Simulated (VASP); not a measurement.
# F (Im-3m) in VASP: further runs

Runs on F. Level: PBE. Tasks: single point.

Everything below comes from runs of VASP 6.6.1. Logs are shortened: lines on timing, memory, paths and dates and some standing lists are left out, and cuts for length are marked.

**1. The cell of the first run**

The structure is cubic, space group Im-3m (No. 229). The conventional cell has a = 2.275 Å, b = 2.275 Å, c = 2.275 Å, α = 90.00°, β = 90.00°, γ = 90.00°. F (site symmetry m-3m) has 14 F at 1.97 to 2.27 Å within 2.6 Å.

**2. Single point, PBE (volume scaled by 0.58)**

Input file INCAR:

```
ALGO     = Normal         # electronic algorithm
EDIFF    = 1E-6           # SCF threshold, eV
ENCUT    = 520            # plane-wave cutoff, eV
GGA      = PE             # functional
ISIF     = 2              # what is computed and relaxed
ISMEAR   = -1             # smearing method
LASPH    = True           # aspherical terms in the spheres
LCHARG   = False          # write CHGCAR
LREAL    = False          # projectors in reciprocal space
LWAVE    = False          # write WAVECAR
NBANDS   = 10             # bands
NELM     = 80             # most SCF steps
PREC     = Accurate       # precision mode
SIGMA    = 0.08           # smearing width, eV
```

Input file KPOINTS:

```
k-points
0
Gamma
  18 18 18
```

Input file POSCAR:

```
F
1.0
   -1.1374612763      1.1374612763      1.1374612763
    1.1374612763     -1.1374612763      1.1374612763
    1.1374612763      1.1374612763     -1.1374612763
F
1
Direct
    0.0000000000      0.0000000000      0.0000000000
```

Potentials or basis: VASP PAW PBE potentials, release 64 (F).

Started as:

```
> cat potpaw_PBE.64/F/POTCAR > POTCAR
> mpirun -np 1 vasp_std > vasp.out
```

OUTCAR:

```text
EDIFF = 1E-6
   ENCUT = 520
   GGA = PE
   ISIF = 2
   ISMEAR = -1
   LASPH = True
   LREAL = False
   NELM = 80
   PREC = Accurate

 ion  position               nearest neighbor table
   1  0.000  0.000  0.000-

  LATTYP: Found a body centered cubic cell.
 ALAT       =     2.2749225526

  Lattice vectors:

 A1 = (  -1.1374612763,   1.1374612763,   1.1374612763)
 A2 = (   1.1374612763,  -1.1374612763,   1.1374612763)
 A3 = (   1.1374612763,   1.1374612763,  -1.1374612763)

Analysis of symmetry for initial positions (statically):
=====================================================================
 Subroutine PRICEL returns:
 Original cell was already a primitive cell.

 Routine SETGRP: Setting up the symmetry group for a
 body centered cubic supercell.

 Subroutine GETGRP returns: Found 48 space group operations
 (whereof 48 operations were pure point group operations)
 out of a pool of 48 trial point group operations.

The static configuration has the point symmetry O_h .

Analysis of symmetry for dynamics (positions and initial velocities):
=====================================================================
 Subroutine PRICEL returns:
 Original cell was already a primitive cell.

 Routine SETGRP: Setting up the symmetry group for a
 body centered cubic supercell.

 Subroutine GETGRP returns: Found 48 space group operations
 (whereof 48 operations were pure point group operations)
 out of a pool of 48 trial point group operations.

The dynamic configuration has the point symmetry O_h .

 Subroutine INISYM returns: Found 48 space group operations
 (whereof 48 operations are pure point group operations),
 and found     1 'primitive' translations

----------------------------------------------------------------------------------------

                                     Primitive cell

  volume of cell :       5.8867

  direct lattice vectors                    reciprocal lattice vectors
    -1.137461276  1.137461276  1.137461276     0.000000000  0.439575404  0.439575404
     1.137461276 -1.137461276  1.137461276     0.439575404  0.000000000  0.439575404
     1.137461276  1.137461276 -1.137461276     0.439575404  0.439575404  0.000000000

  length of vectors
     1.970140722  1.970140722  1.970140722     0.621653498  0.621653498  0.621653498

  position of ions in fractional coordinates (direct lattice)
     0.000000000  0.000000000  0.000000000

  ion indices of the primitive-cell ions
   primitive index   ion index
                 1           1

----------------------------------------------------------------------------------------

 KPOINTS: k-points

Automatic generation of k-mesh.
 Grid dimensions read from file:
 generate k-points for:   18   18   18

 Generating k-lattice:

  Cartesian coordinates                     Fractional coordinates (reciprocal lattice)
     0.000000000  0.024420856  0.024420856     0.055555556  0.000000000  0.000000000
     0.024420856  0.000000000  0.024420856     0.000000000  0.055555556  0.000000000
     0.024420856  0.024420856  0.000000000     0.000000000  0.000000000  0.055555556

  Length of vectors
     0.034536305  0.034536305  0.034536305

  Shift w.r.t. Gamma in fractional coordinates (k-lattice)
     0.000000000  0.000000000  0.000000000

 Subroutine IBZKPT returns following result:
 ===========================================

 Found    195 irreducible k-points:

 Following reciprocal coordinates:
            Coordinates               Weight
  0.000000  0.000000  0.000000      1.000000
  0.055556  0.000000  0.000000     12.000000
  0.111111  0.000000  0.000000     12.000000
  0.166667  0.000000  0.000000     12.000000
  0.222222  0.000000  0.000000     12.000000
  0.277778  0.000000  0.000000     12.000000
[... 16 lines left out ...]
  0.333333  0.111111  0.000000     48.000000
  0.388889  0.111111 -0.000000     48.000000
 [... further k-points ...]
   k-points           NKPTS =    195   k-points in BZ     NKDIM =    195   number of bands    NBANDS=     10
   number of dos      NEDOS =    301   number of ions     NIONS =      1
   total plane-waves  NPLWV =   4096
   dimension x,y,z NGX =    16 NGY =   16 NGZ =   16
   dimension x,y,z NGXF=    32 NGYF=   32 NGZF=   32
   ions per type =               1
   NGX,Y,Z   is equivalent  to a cutoff of  13.50, 13.50, 13.50 a.u.
   NGXF,Y,Z  is equivalent  to a cutoff of  27.00, 27.00, 27.00 a.u.
 SYSTEM =  unknown system
   PREC   = accura    normal or accurate (medium, high low for compatibility)
   ISTART =      0    job   : 0-new  1-cont  2-samecut
   ICHARG =      2    charge: 1-file 2-atom 10-const
   ISPIN  =      1    spin polarized calculation?
   LNONCOLLINEAR =      F non collinear calculations
   LSORBIT =      F    spin-orbit coupling
   LASPH  =      T    aspherical Exc in radial PAW
   ENCUT  =  520.0 eV  38.22 Ry    6.18 a.u.   3.66  3.66  3.66*2*pi/ulx,y,z
   NELM   =     80;   NELMIN=  2; NELMDL= -5     # of ELM steps
   EDIFF  = 0.1E-05   stopping-criterion for ELM
   LREAL  =      F    real-space projection
   EDIFFG = 0.1E-04   stopping-criterion for IOM
   NSW    =      0    number of steps for IOM
   IBRION =     -1    ionic relax: 0-MD 1-quasi-New 2-CG
   NFREE  =      0    steps in history (QN), initial steepest desc. (CG)
   ISIF   =      2    stress and relaxation
   ISYM   =      2    0-nonsym 1-usesym 2-fastsym
   POTIM  = 0.5000    time-step for ionic-motion
   TEBEG  =    0.0;   TEEND  =   0.0 temperature during run
   PSTRESS=    0.0 pullay stress
   NELECT =       7.0000    total number of electrons
   NUPDOWN=      -1.0000    fix difference up-down
   EMIN   =  10.00;   EMAX   =-10.00  energy-range for DOS
   EFERMI =   0.00;   METHOD = LEGACY
   ISMEAR =    -1;   SIGMA  =   0.08  broadening in eV -4-tet -1-fermi 0-gaus
   EFERMI_NEDOS =   21; number of points for ismear=-14 and -15
   IALGO  =     38    algorithm
   IMIX   =      4    mixing-type and parameters
     AMIX     =   0.40;   BMIX     =  1.00
     AMIX_MAG =   1.60;   BMIX_MAG =  1.00
  volume/ion in A,a.u.               =       5.89        39.73
  Fermi-wavevector in a.u.,A,eV,Ry     =   1.734407  3.277553 40.928582  3.008166
  Thomas-Fermi vector in A             =   2.808208
   LORBIT       =      0    0 simple, 1 ext, 2 COOP (PROOUT), +10 PAW based schemes
   GGA     = PE    functional components
   LHFCALC =     F    Hartree Fock is set to
   AEXX    =    0.0000 exact exchange contribution
   IVDW    =     0    specifies the selected vdW correction
   LEPSILON=     F    determine dielectric tensor
   LRPA    =     F    only Hartree local field effects (RPA)
 non-spin polarized calculation
  energy-cutoff  :      520.00
  volume of cell :        5.89
 maximum number of plane-waves:       168
   NGX =  7   NGY =  7   NGZ =  7

 number of electron       7.0000009 magnetization

 Free energy of the ion-electron system (eV)
  ---------------------------------------------------
  ext. energy  EPLUGINS =         0.00000000
  ---------------------------------------------------
  free energy    TOTEN  =         0.06833540 eV

  energy without entropy =        0.09851315  energy(sigma->0) =        0.08342428

 E-fermi :   3.3000     XC(G=0): -13.5752

 val. band max:        3.2995268285   @ k =  -0.1667   0.2222   0.0556
 cond. band min:       3.3057914377   @ k =  -0.1667   0.2222   0.1111
 fundamental gap:      0.0062646091
 Fermi energy:         3.2999819372

 k-point     1 :       0.0000    0.0000    0.0000
  band No.  band energies     occupation
      1     -23.6803      2.00000
      2       4.3372      0.00000
      3       4.3372      0.00000
      4       4.3372      0.00000
      5      24.1030      0.00000
      6      47.2832      0.00000
      7      47.2832      0.00000
      8      47.2832      0.00000
      9      51.7470      0.00000
     10      51.7470      0.00000

 k-point     2 :       0.0556    0.0000    0.0000
  band No.  band energies     occupation
      1     -23.5718      2.00000
      2       4.0494      0.00017
      3       4.2597      0.00001
      4       4.3255      0.00001
      5      24.3236      0.00000
      6      46.0083      0.00000
      7      46.2464      0.00000
      8      47.6102      0.00000
      9      50.1311      0.00000
     10      50.7700      0.00000

 k-point     3 :       0.1111    0.0000    0.0000
  band No.  band energies     occupation
      1     -23.2453      2.00000
      2       3.2372      1.37353
      3       4.0417      0.00019
      4       4.2934      0.00001
      5      24.9316      0.00000
      6      42.7531      0.00000
      7      44.2487      0.00000
      8      48.5750      0.00000
      9      49.4356      0.00000
     10      50.0776      0.00000

 k-point     4 :       0.1667    0.0000    0.0000
  band No.  band energies     occupation
      1     -22.7155      2.00000
      2       2.0175      2.00000
      3       3.7173      0.01079
      4       4.2435      0.00002
      5      25.7777      0.00000
      6      39.4644      0.00000
      7      42.2144      0.00000
      8      48.4295      0.00000
      9      50.1159      0.00000
     10      50.8844      0.00000
[... 222 lines left out ...]
 k-point    22 :       0.2778    0.1111    0.0000
  band No.  band energies     occupation
      1     -20.0208      2.00000
      2      -2.6034      2.00000
      3       2.1393      2.00000
      4       3.7084      0.01206
      5      28.2027      0.00000
      6      33.3604      0.00000
      7      36.7461      0.00000
      8      48.4373      0.00000
      9      56.7355      0.00000
     10      57.1598      0.00000

 k-point    23 :       0.3333    0.1111    0.0000
  band No.  band energies     occupation
      1     -19.1975      2.00000
      2      -3.8398      2.00000
      3       1.7613      2.00000
      4       3.6360      0.02954
      5      28.0647      0.00000
      6      33.1513      0.00000
      7      36.0664      0.00000
      8      48.7051      0.00000
      9      58.0463      0.00000
     10      59.0540      0.00000

 k-point    24 :       0.3889    0.1111   -0.0000
  band No.  band energies     occupation
      1     -18.5858      2.00000
      2      -4.7179      2.00000
      3       1.5212      2.00000
      4       3.5887      0.05274
      5      27.7791      0.00000
      6      33.3099      0.00000
      7      35.6362      0.00000
      8      48.9475      0.00000
      9      58.7031      0.00000
     10      60.5910      0.00000

 [... further k-points ...]
[... 5 lines left out ...]
  --------------------------------------------------------------------------------------
  -------------------------------------------------------------------------------------
  Total        4.3298021      4.3298021      4.3298021      0.0000000      0.0000000      0.0000000
  in kB     1178.4435235   1178.4435235   1178.4435235      0.0000000      0.0000000      0.0000000
  external PRESSURE =    1178.4435235 kB  Pullay stress =       0.0000000 kB

 VOLUME and BASIS-vectors are now :
 -----------------------------------------------------------------------------
  energy-cutoff  :      520.00
  volume of cell :        5.89
      direct lattice vectors                 reciprocal lattice vectors
    -1.137461276  1.137461276  1.137461276     0.000000000  0.439575404  0.439575404
     1.137461276 -1.137461276  1.137461276     0.439575404  0.000000000  0.439575404
     1.137461276  1.137461276 -1.137461276     0.439575404  0.439575404  0.000000000

 POSITION                                       TOTAL-FORCE (eV/Angst)
 -----------------------------------------------------------------------------------
      0.00000      0.00000      0.00000        -0.000000      0.000000      0.000000
 -----------------------------------------------------------------------------------
    total drift:                                0.000000      0.000000     -0.000000

  FREE ENERGIE OF THE ION-ELECTRON SYSTEM (eV)
  ---------------------------------------------------
  free  energy   TOTEN  =         0.0683353978 eV

  energy  without entropy=        0.0985131536  energy(sigma->0) =        0.08342428
```

Run time: 3.9 s. Hardware: 1 thread of Intel Xeon Platinum 8488C (Sapphire Rapids), shared host; peak memory 0.11 GiB.

Results:

- Free energy: 0.0683 eV
- Pressure: 117.8 GPa

Levels at points of the mesh, in eV from the Fermi level:
```tsv
k point	band 1	band 2	band 3	band 4	band 5	band 6	band 7	band 8
(0.00, 0.00, 0.00)	-26.98	1.04	1.04	1.04	20.80	43.98	43.98	43.98
(0.50, 0.00, 0.00)	-21.81	-8.67	-1.23	0.64	23.52	30.44	32.82	45.14
(0.50, 0.50, 0.50)	-18.92	-4.39	-4.39	-4.39	21.01	21.01	42.68	42.68
```

Caveat: an odd number of electrons without spin polarisation forces a metal; a magnetic or distorted state may lie lower.

**3. Single point, PBE (volume scaled by 0.68)**

Input file INCAR:

```
SYSTEM = F
PREC = Accurate
ENCUT = 520
EDIFF = 1E-7
ISMEAR = -1
SIGMA = 0.08
LREAL = .False.
LASPH = .True.
NELM = 60
ALGO = Normal
ISIF = 2
LWAVE = .False.
LCHARG = .False.
GGA = PE
NBANDS = 10
```

Input file KPOINTS:

```
regular mesh
0
Gamma
  18 18 18
  0 0 0
```

Input file POSCAR:

```
F
1.0
   -1.1993987545      1.1993987545      1.1993987545
    1.1993987545     -1.1993987545      1.1993987545
    1.1993987545      1.1993987545     -1.1993987545
F
1
Direct
    0.0000000000      0.0000000000      0.0000000000
```

Potentials or basis: VASP PAW PBE potentials, release 64 (F).

Started as:

```
> cat potpaw_PBE.64/F/POTCAR > POTCAR
> mpirun -np 1 vasp_std > vasp.out
```

It took 4.2 s on 1 thread of Intel Xeon Platinum 8488C (Sapphire Rapids), shared host; peak memory 0.11 GiB.

Results (log left out):

```
Free energy : -0.4621 eV
Pressure    : 54.8 GPa
```

Levels at points of the mesh, in eV from the Fermi level:
```csv
k point,band 1,band 2,band 3,band 4,band 5,band 6,band 7,band 8,band 9
"(0.00, 0.00, 0.00)",-24.97,0.81,0.81,0.81,18.09,41.60,41.60,41.60,45.61
"(0.50, 0.00, 0.00)",-21.15,-6.93,-0.99,0.52,22.35,27.69,31.59,42.30,49.55
"(0.50, 0.50, 0.50)",-19.06,-3.50,-3.50,-3.50,20.97,20.97,39.04,39.04,39.04
```

Caveat: an odd number of electrons without spin polarisation forces a metal; a magnetic or distorted state may lie lower.

**4. Single point, PBE (volume scaled by 0.68)**

Input file INCAR:

```
  ALGO = Normal
  EDIFF = 1E-6
  ENCUT = 520
  GGA = PE
  ISIF = 2
  ISMEAR = -1
  LASPH = True
  LCHARG = True
  LELF = True
  LREAL = False
  LVHAR = True
  LWAVE = False
  NBANDS = 10
  NELM = 100
  PREC = Accurate
  SIGMA = 0.08
```

Input file KPOINTS:

```
k-points
0
Gamma
  18 18 18
```

POSCAR is that of step 3.

Started as:

```
> cat potpaw_PBE.64/F/POTCAR > POTCAR
> mpirun -np 1 vasp_std > vasp.out
```

It took 4.6 s on 1 thread of Intel Xeon Platinum 8488C (Sapphire Rapids), shared host; peak memory 0.11 GiB.

Results (log left out):

- Free energy: -0.4621 eV
- Pressure: 54.8 GPa

Levels at points of the mesh, in eV from the Fermi level:
```csv
k point,band 2,band 3,band 4,band 5,band 6,band 7
"(0.00, 0.00, 0.00)",0.81,0.81,0.81,18.09,41.60,41.60
"(0.50, 0.00, 0.00)",-6.93,-0.99,0.52,22.35,27.69,31.59
"(0.50, 0.50, 0.50)",-3.50,-3.50,-3.50,20.97,20.97,39.04
```

Caveat: an odd number of electrons without spin polarisation forces a metal; a magnetic or distorted state may lie lower.

**5. Single point, PBE (volume scaled by 0.78)**

Input file INCAR:

```
  PREC = Accurate
  ENCUT = 520
  EDIFF = 1E-7
  ISMEAR = -1
  SIGMA = 0.08
  LREAL = F
  LASPH = T
  NELM = 80
  ALGO = Normal
  ISIF = 2
  LWAVE = F
  LCHARG = T
  GGA = PE
  LELF = T
  LVHAR = T
  NBANDS = 10
```

Input file KPOINTS:

```
regular mesh
0
Gamma
  18 18 18
```

Input file POSCAR:

```
F
1.0
   -1.2555253624      1.2555253624      1.2555253624
    1.2555253624     -1.2555253624      1.2555253624
    1.2555253624      1.2555253624     -1.2555253624
F
1
Direct
    0.0000000000      0.0000000000      0.0000000000
```

Started as:

```
> cat potpaw_PBE.64/F/POTCAR > POTCAR
> mpirun -np 1 vasp_std > vasp.out
```

Run time: 4.7 s. Hardware: 1 thread of Intel Xeon Platinum 8488C (Sapphire Rapids), shared host; peak memory 0.11 GiB.

It converged, with:

| Quantity | Value |
| --- | --- |
| Free energy | -0.7076 eV |
| Pressure | 24.1 GPa |

Levels at points of the mesh, in eV from the Fermi level:
```tsv
k point	band 1	band 2	band 3	band 4	band 5	band 6	band 7	band 8
(0.00, 0.00, 0.00)	-23.58	0.66	0.66	0.66	16.20	39.64	39.64	39.64
(0.50, 0.00, 0.00)	-20.69	-5.66	-0.82	0.43	21.41	25.62	30.52	40.00
(0.50, 0.50, 0.50)	-19.13	-2.87	-2.87	-2.87	20.83	20.83	36.20	36.20
```

Caveat: an odd number of electrons without spin polarisation forces a metal; a magnetic or distorted state may lie lower.

**6. Single point, PBE (volume scaled by 0.78)**

Input file INCAR:

```
SYSTEM = F
ALGO = Normal ; EDIFF = 1E-6
ENCUT = 520 ; GGA = PE
ISIF = 2 ; ISMEAR = -1
LASPH = .TRUE. ; LCHARG = .FALSE.
LREAL = .FALSE. ; LWAVE = .FALSE.
NBANDS = 10 ; NELM = 80
PREC = Accurate ; SIGMA = 0.08
```

Input file KPOINTS:

```
k-points
0
G
  18 18 18
  0 0 0
```

POSCAR is that of step 5.

Potentials or basis: VASP PAW PBE potentials, release 64 (F).

Started as:

```
> cat potpaw_PBE.64/F/POTCAR > POTCAR
> mpirun -np 1 vasp_std > vasp.out
```

Run time: 4.1 s. Hardware: 1 thread of Intel Xeon Platinum 8488C (Sapphire Rapids), shared host; peak memory 0.12 GiB.

The run converged. Its results:

```
Free energy : -0.7076 eV
Pressure    : 24.1 GPa
```

Levels at points of the mesh, in eV from the Fermi level:
```tsv
k point	band 1	band 2	band 3	band 4	band 5	band 6	band 7	band 8	band 9
(0.00, 0.00, 0.00)	-23.58	0.66	0.66	0.66	16.20	39.64	39.64	39.64	43.29
(0.50, 0.00, 0.00)	-20.69	-5.66	-0.82	0.43	21.41	25.62	30.52	40.00	46.37
(0.50, 0.50, 0.50)	-19.13	-2.87	-2.87	-2.87	20.83	20.83	36.20	36.20	36.20
```

Caveat: an odd number of electrons without spin polarisation forces a metal; a magnetic or distorted state may lie lower.

**7. Summary**

| cell | gap on the mesh (eV) | pressure (GPa) |
| --- | --- | --- |
| a = 1.970 Å, angles 109.5°, 1 atom | none | 117.8 |
| a = 2.077 Å, angles 109.5°, 1 atom | none | 54.8 |
| a = 2.175 Å, angles 109.5°, 1 atom | none | 24.1 |

Alike in all rows: task single point; level PBE; potentials or basis VASP PAW PBE potentials, release 64 (F); no spin polarisation; k mesh 18 × 18 × 18; cutoff (eV) 520; smearing fermi-dirac 0.08 eV.

Caveats: an odd number of electrons without spin polarisation forces a metal; a magnetic or distorted state may lie lower.

Total energies depend on the potentials used, so only differences within one code and one set of settings carry meaning.
